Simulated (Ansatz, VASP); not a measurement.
# Two plane-wave programs on Ge

POSCAR

```
Ge
1.0
    4.1037054460      0.0000000000      0.0000000000
   -2.0518527230      3.5539131659      0.0000000000
    0.0000000000      0.0000000000     11.1380250504
Ge
4
Direct
    0.6666666667      0.3333333333      0.4148480000
    0.3333333333      0.6666666667      0.9148480000
    0.0000000000      0.0000000000      0.4774520000
    0.0000000000      0.0000000000      0.9774520000
```

The input INCAR.step1:

```
SYSTEM = Ge
  ALGO = Normal
  EDIFF = 1E-4
  ENCUT = 520
  GGA = PE
  ISMEAR = -1
  LASPH = .TRUE.
  LCHARG = .FALSE.
  LREAL = .FALSE.
  LWAVE = .TRUE.
  NBANDS = 36
  NELM = 80
  PREC = Accurate
  SIGMA = 0.05
```

The input INCAR.step2:

```
SYSTEM = Ge
  ALGO = Normal
  EDIFF = 1E-6
  ENCUT = 520
  ISIF = 2
  ISMEAR = -1
  ISTART = 1
  LASPH = .TRUE.
  LCHARG = .TRUE.
  LELF = .TRUE.
  LMIXTAU = .TRUE.
  LREAL = .FALSE.
  LVHAR = .TRUE.
  LWAVE = .FALSE.
  METAGGA = R2SCAN
  NBANDS = 36
  NELM = 80
  PREC = Accurate
  SIGMA = 0.05
```

The input KPOINTS:

```
k-points
0
G
  8 8 3
  0 0 0
```

File input.yaml:

```yaml
crystal:
  lattice:
    - [4.103705446, 0.0, 0.0]
    - [-2.051852723, 3.5539131659, 0.0]
    - [0.0, 0.0, 11.1380250504]
  atoms:
    - { symbol: Ge, position: [0.6666666667, 0.3333333333, 0.414848] }
    - { symbol: Ge, position: [0.3333333333, 0.6666666667, 0.914848] }
    - { symbol: Ge, position: [0.0, 0.0, 0.477452] }
    - { symbol: Ge, position: [0.0, 0.0, 0.977452] }
hamiltonian:
  xc: r2scan
  pseudopotentials: { kind: paw }
kpoints:
  mp_grid: { grid: [8, 8, 3] }
scf:
  occupations: { method: fermi_dirac, width: 0.05 }
output:
  forces: true
  stress: true
  eigenvalues: true
```

Alike in both runs: task single point; functional r2SCAN; k mesh 8 × 8 × 3; occupations fermi-dirac, width 0.05 eV; no spin polarisation.

|  | VASP | Ansatz |
| --- | --- | --- |
| version | VASP 6.6.1 | Ansatz 0.2.0 |
| potentials or method | VASP PAW PBE potentials, release 64 (Ge_d) | Ansatz PAW |
| plane-wave cutoff (eV) | 520 | 500 |
| valence electrons in the cell | 56 | 56 |

```csv
,VASP,Ansatz,Ansatz less VASP
gap on the k mesh at the Fermi level (eV),0.70,0.70,0.000
least direct gap on the mesh (eV),0.71,0.71,0.000
pressure (GPa),-2.8,-2.8,0.00
"traceless stress, the component that is largest in VASP (GPa)",1.80,1.81,+0.013
rms of the force components (eV/Å),0.186,0.198,+0.0115
```

VASP's potentials were made for PBE, not for r2SCAN. Atom by atom the forces differ by 0.011 eV/Å (rms over components). With one functional, cell and mesh, what is left measures potentials, basis and numerics.

Noted on Ansatz's run: odd divisions of the mesh miss points on the zone boundary, where band edges often lie, so the gap on the mesh can be too wide.
